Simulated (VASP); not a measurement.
# Ru (P6_3/mmc) in VASP: notebook

Ru is run at these levels: PBE; tasks: single point, relaxation of cell and atoms.

Everything below comes from runs of VASP 6.6.1. Logs are shortened: lines on timing, memory, paths and dates and some standing lists are left out, and cuts for length are marked.

## (1) The cell of the first run

It takes space group P6_3/mmc (No. 194, hexagonal). The conventional cell has a = 2.720 Å, b = 2.720 Å, c = 4.297 Å, α = 90.00°, β = 90.00°, γ = 120.00°. Within 3.5 Å of Ru (site symmetry -6m2) lie 12 Ru at 2.66 to 2.72 Å.

## (2) Single point, PBE

Input file INCAR:

```
SYSTEM = Ru
PREC = Accurate ; ENCUT = 520
EDIFF = 1E-7 ; ISMEAR = 0
SIGMA = 0.1 ; LREAL = .False.
LASPH = .True. ; NELM = 100
ALGO = Normal ; ISIF = 2
LWAVE = .False. ; LCHARG = .False.
GGA = PE ; NBANDS = 21
```

Input file KPOINTS:

```
regular mesh
0
Gamma
  18 18 10
  0 0 0
```

Input file POSCAR:

```
Ru
1.0
    2.7199735598      0.0000000000      0.0000000000
   -1.3599867799      2.3555662004      0.0000000000
    0.0000000000      0.0000000000      4.2967628235
Ru
2
Direct
    0.3333333333      0.6666666667      0.2500000000
    0.6666666667      0.3333333333      0.7500000000
```

Potentials or basis: VASP PAW PBE potentials, release 64 (Ru_pv).

Launch:

```console
cat potpaw_PBE.64/Ru_pv/POTCAR > POTCAR
mpirun -np 1 vasp_std > vasp.out
```

OUTCAR:

```text
SYSTEM = Ru
   PREC = Accurate
   ENCUT = 520
   EDIFF = 1E-7
   ISMEAR = 0
   LREAL = .False.
   LASPH = .True.
   NELM = 100
   ISIF = 2
   GGA = PE

 ion  position               nearest neighbor table
   1  0.333  0.667  0.250-   2 2.66   2 2.66   2 2.66   2 2.66   2 2.66   2 2.66
   2  0.667  0.333  0.750-   1 2.66   1 2.66   1 2.66   1 2.66   1 2.66   1 2.66

  LATTYP: Found a hexagonal cell.
 ALAT       =     2.7199735598
 C/A-ratio  =     1.5797075703

  Lattice vectors:

 A1 = (   2.7199735598,   0.0000000000,   0.0000000000)
 A2 = (  -1.3599867799,   2.3555662004,   0.0000000000)
 A3 = (   0.0000000000,   0.0000000000,   4.2967628235)

Analysis of symmetry for initial positions (statically):
=====================================================================
 Subroutine PRICEL returns:
 Original cell was already a primitive cell.

 Routine SETGRP: Setting up the symmetry group for a
 hexagonal supercell.

 Subroutine GETGRP returns: Found 24 space group operations
 (whereof 12 operations were pure point group operations)
 out of a pool of 24 trial point group operations.

The static configuration has the point symmetry D_3d.
 The point group associated with its full space group is D_6h.

Analysis of symmetry for dynamics (positions and initial velocities):
=====================================================================
 Subroutine PRICEL returns:
 Original cell was already a primitive cell.

 Routine SETGRP: Setting up the symmetry group for a
 hexagonal supercell.

 Subroutine GETGRP returns: Found 24 space group operations
 (whereof 12 operations were pure point group operations)
 out of a pool of 24 trial point group operations.

The dynamic configuration has the point symmetry D_3d.
 The point group associated with its full space group is D_6h.

 Subroutine INISYM returns: Found 24 space group operations
 (whereof 12 operations are pure point group operations),
 and found     1 'primitive' translations

----------------------------------------------------------------------------------------

                                     Primitive cell

  volume of cell :      27.5297

  direct lattice vectors                    reciprocal lattice vectors
     2.719973560  0.000000000  0.000000000     0.367650633  0.212263192  0.000000000
    -1.359986780  2.355566200  0.000000000     0.000000000  0.424526383  0.000000000
     0.000000000  0.000000000  4.296762823     0.000000000  0.000000000  0.232733349

  length of vectors
     2.719973560  2.719973560  4.296762823     0.424526383  0.424526383  0.232733349

[... 79 lines left out ...]
   NELM   =    100;   NELMIN=  2; NELMDL= -5     # of ELM steps
   EDIFF  = 0.1E-06   stopping-criterion for ELM
   LREAL  =      F    real-space projection
   EDIFFG = 0.1E-05   stopping-criterion for IOM
   NSW    =      0    number of steps for IOM
   IBRION =     -1    ionic relax: 0-MD 1-quasi-New 2-CG
   NFREE  =      0    steps in history (QN), initial steepest desc. (CG)
   ISIF   =      2    stress and relaxation
   ISYM   =      2    0-nonsym 1-usesym 2-fastsym
   POTIM  = 0.5000    time-step for ionic-motion
   TEBEG  =    0.0;   TEEND  =   0.0 temperature during run
   PSTRESS=    0.0 pullay stress
   NELECT =      28.0000    total number of electrons
   NUPDOWN=      -1.0000    fix difference up-down
   EMIN   =  10.00;   EMAX   =-10.00  energy-range for DOS
   EFERMI =   0.00;   METHOD = LEGACY
   ISMEAR =     0;   SIGMA  =   0.10  broadening in eV -4-tet -1-fermi 0-gaus
   EFERMI_NEDOS =   21; number of points for ismear=-14 and -15
   IALGO  =     38    algorithm
   IMIX   =      4    mixing-type and parameters
     AMIX     =   0.40;   BMIX     =  1.00
     AMIX_MAG =   1.60;   BMIX_MAG =  1.00
  volume/ion in A,a.u.               =      13.76        92.89
  Fermi-wavevector in a.u.,A,eV,Ry     =   1.646369  3.111185 36.878989  2.710529
  Thomas-Fermi vector in A             =   2.736008
   LORBIT       =      0    0 simple, 1 ext, 2 COOP (PROOUT), +10 PAW based schemes
   GGA     = PE    functional components
   LHFCALC =     F    Hartree Fock is set to
   AEXX    =    0.0000 exact exchange contribution
   IVDW    =     0    specifies the selected vdW correction
   LEPSILON=     F    determine dielectric tensor
   LRPA    =     F    only Hartree local field effects (RPA)
 non-spin polarized calculation
 Gauss-broadening in eV      SIGMA  =   0.10
  energy-cutoff  :      520.00
  volume of cell :       27.53
 maximum number of plane-waves:       759
   NGX = 11   NGY = 11   NGZ = 15

 number of electron      28.0000013 magnetization

 Free energy of the ion-electron system (eV)
  ---------------------------------------------------
  ext. energy  EPLUGINS =         0.00000000
  ---------------------------------------------------
  free energy    TOTEN  =       -18.47174804 eV

  energy without entropy =      -18.46243362  energy(sigma->0) =      -18.46709083

 E-fermi :  12.5848     XC(G=0): -14.0341

 val. band max:       12.5822727701   @ k =   0.1667   0.1111   0.3000
 cond. band min:      12.5870630666   @ k =   0.4444   0.1111   0.5000
 fundamental gap:      0.0047902965
 Fermi energy:        12.5847775722

 k-point     1 :       0.0000    0.0000    0.0000
  band No.  band energies     occupation
      1     -31.0070      2.00000
      2     -30.1142      2.00000
      3     -30.1142      2.00000
      4     -29.9497      2.00000
      5     -29.9497      2.00000
      6     -29.9102      2.00000
[... 565 lines left out ...]
     20      23.0314      0.00000
     21      23.6396      0.00000

 [... further k-points ...]

------------------------ aborting loop because EDIFF is reached ----------------------------------------

  FORCE on cell =-STRESS in cart. coord.  units (eV):
  Direction    XX          YY          ZZ          XY          YZ          ZX
  --------------------------------------------------------------------------------------
  -------------------------------------------------------------------------------------
  Total       -0.0177134     -0.0177134     -0.0154575      0.0000000      0.0000000     -0.0000000
  in kB       -1.0308861     -1.0308861     -0.8995979      0.0000000      0.0000000     -0.0000000
  external PRESSURE =      -0.9871234 kB  Pullay stress =       0.0000000 kB

 VOLUME and BASIS-vectors are now :
 -----------------------------------------------------------------------------
  energy-cutoff  :      520.00
  volume of cell :       27.53
      direct lattice vectors                 reciprocal lattice vectors
     2.719973560  0.000000000  0.000000000     0.367650633  0.212263192  0.000000000
    -1.359986780  2.355566200  0.000000000     0.000000000  0.424526383  0.000000000
     0.000000000  0.000000000  4.296762823     0.000000000  0.000000000  0.232733349

 POSITION                                       TOTAL-FORCE (eV/Angst)
 -----------------------------------------------------------------------------------
     -0.00000      1.57038      1.07419        -0.000000      0.000000      0.000000
      1.35999      0.78519      3.22257         0.000000     -0.000000      0.000000
 -----------------------------------------------------------------------------------
    total drift:                                0.000000     -0.000000      0.000000

  FREE ENERGIE OF THE ION-ELECTRON SYSTEM (eV)
  ---------------------------------------------------
  free  energy   TOTEN  =       -18.4717480377 eV

  energy  without entropy=      -18.4624336180  energy(sigma->0) =      -18.46709083
```

OSZICAR:

```text
N       E                     dE             d eps       ncg     rms          rms(c)
DAV:   1     0.286668332530E+03    0.28667E+03   -0.17515E+04  9348   0.148E+03
DAV:   2    -0.139593824502E+02   -0.30063E+03   -0.29142E+03  9554   0.445E+02
DAV:   3    -0.197869418608E+02   -0.58276E+01   -0.57919E+01 10964   0.690E+01
DAV:   4    -0.198303854717E+02   -0.43444E-01   -0.43393E-01 11736   0.571E+00
DAV:   5    -0.198309259864E+02   -0.54051E-03   -0.53663E-03 10716   0.557E-01    0.172E+01
DAV:   6    -0.185499965423E+02    0.12809E+01   -0.29038E+00 10669   0.167E+01    0.448E+00
DAV:   7    -0.184792116041E+02    0.70785E-01   -0.41754E-01 10749   0.472E+00    0.101E+00
DAV:   8    -0.184721040089E+02    0.71076E-02   -0.17105E-02 10185   0.107E+00    0.323E-01
DAV:   9    -0.184717413102E+02    0.36270E-03   -0.77321E-04 10688   0.294E-01    0.334E-02
DAV:  10    -0.184717515562E+02   -0.10246E-04   -0.59500E-05 10517   0.791E-02    0.195E-02
DAV:  11    -0.184717480773E+02    0.34789E-05   -0.10399E-05 10589   0.305E-02    0.119E-03
DAV:  12    -0.184717480377E+02    0.39616E-07   -0.71535E-08  7164   0.266E-03
   1 F= -.18471748E+02 E0= -.18467091E+02  d E =-.931442E-02
```

Run time: 40 s. Hardware: 1 thread of Intel Xeon 6975P-C (Granite Rapids), shared host; peak memory 0.21 GiB.

Results:

```yaml
Free_energy: -18.4717 eV
Pressure: -0.1 GPa
Band_gap_on_the_k_mesh: zero (bands 14 and 15 overlap by 3.07 eV)
```

## (3) Relaxation of cell and atoms, PBE

This run uses another cell than the first one, of 13.79 Å³/atom.

Input file INCAR:

```
SYSTEM = Ru
PREC     = Accurate       ! precision mode
ENCUT    = 600            ! plane-wave cutoff, eV
EDIFF    = 1E-6           ! SCF threshold, eV
ISMEAR   = 0              ! smearing method
SIGMA    = 0.1            ! smearing width, eV
LREAL    = .False.        ! projectors in reciprocal space
LASPH    = .True.         ! aspherical terms in the spheres
NELM     = 60             ! most SCF steps
ALGO     = Fast           ! electronic algorithm
ISIF     = 3              ! what is computed and relaxed
LWAVE    = .False.        ! write WAVECAR
LCHARG   = .False.        ! write CHGCAR
GGA      = PE             ! functional
IBRION   = 2              ! ionic algorithm
NSW      = 100            ! ionic steps
EDIFFG   = -0.005         ! ionic threshold
```

Input file KPOINTS:

```
Automatic mesh
0
Gamma
  18 18 10
  0 0 0
```

Input file POSCAR:

```
Ru
1.0
    2.7013330710      0.0000000000      0.0000000000
   -1.3506665355      2.3394230636      0.0000000000
    0.0000000000      0.0000000000      4.3652670701
Ru
2
Direct
    0.3333333333      0.6666666667      0.2500000000
    0.6666666667      0.3333333333      0.7500000000
```

Potentials or basis: VASP PAW PBE potentials, release 64 (Ru_pv).

Launch:

```console
cat potpaw_PBE.64/Ru_pv/POTCAR > POTCAR
mpirun -np 1 vasp_std > vasp.out
```

Wall time 3.4 min (1 thread of Intel Xeon 6975P-C (Granite Rapids), shared host); peak memory 0.24 GiB.

Results (log left out):

| Quantity | Value |
| --- | --- |
| Free energy | -18.4722 eV |
| Relaxed volume | 13.76 Å³/atom |
| Relaxed cell | a = 2.720 Å, b = 2.720 Å, c = 4.296 Å, α = 90.00°, β = 90.00°, γ = 120.00° |
| Space group after relaxing (to 0.1 Å) | P6_3/mmc (No. 194) |
| Energy gained by relaxing | 6.4 meV/atom |
| Ionic steps | 6 |
| Pressure after relaxing | 0.0 GPa |
| Band gap on the k mesh | zero (bands 14 and 15 overlap by 3.07 eV) |

The path:
```csv
step,energy change (eV),largest force (eV/Å),pressure (GPa),volume (Å³)
1,0.0000,0.0000,-0.88,27.59
2,-0.0015,0.0000,3.27,27.27
3,-0.0125,0.0000,1.00,27.43
4,-0.0125,0.0000,1.06,27.42
5,-0.0111,0.0000,-2.66,27.73
6,-0.0129,0.0000,-0.02,27.52
```

Final structure:
```
Ru
1.0
     2.72001    0.00000    0.00000
    -1.36000    2.35560    0.00000
     0.00000    0.00000    4.29592
Ru
2
Direct
  0.33333 0.66667 0.25000
  0.66667 0.33333 0.75000
```

Levels at points of the mesh, in eV from the Fermi level:
```
           k point  band 10  band 11  band 12  band 13  band 14  band 15  band 16  band 17  band 18
(0.00, 0.00, 0.00)    -2.53    -2.35    -1.86    -1.86    -1.37    -1.37     1.16     1.16     1.31
(0.50, 0.00, 0.00)    -2.96    -2.02    -1.77    -1.48     1.39     1.80     1.89     3.99     6.03
(0.00, 0.00, 0.50)    -2.70    -2.70    -2.70    -2.65    -2.65     0.54     0.54     0.54     0.54
(0.50, 0.00, 0.50)    -4.42    -1.04    -1.04     0.45     0.45     1.64     1.64     3.35     3.35
```
